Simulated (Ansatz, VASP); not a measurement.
# Two plane-wave programs on AlN

```
Al N
1.0
     3.11200    0.00000    0.00000
    -1.55600    2.69507    0.00000
     0.00000    0.00000    4.98200
Al N
2 2
Cartesian
  0.0000 1.7967 0.0000
  1.5560 0.8984 2.4910
  0.0000 1.7967 1.9031
  1.5560 0.8984 4.3941
```

Alike in both runs: task relaxation of cell and atoms; functional LDA; k mesh 9 × 9 × 6; occupations gaussian, width 0.02 eV; no spin polarisation.

```csv
,VASP,Ansatz
version,VASP 6.6.1,Ansatz 0.2.0
potentials or method,"VASP PAW LDA potentials, release 64 (Al, N), cutoff 600 eV","scalar-relativistic, plane waves, PAW"
valence electrons in the cell,16,16
```

```tsv
	VASP	Ansatz	Ansatz less VASP
gap on the k mesh at the Fermi level, each at its own relaxed structure (eV)	4.40	4.42	+0.015
relaxed volume (Å³/atom)	10.24	10.21	-0.026
relaxed length of the cell vector where the two differ most in proportion (Å)	4.948	4.943	-0.0044
```

Ansatz warns that its potentials were made for another functional, while VASP's fit it. LDA's correlation is that of Perdew and Zunger in VASP and of Perdew and Wang (1992) in Ansatz.
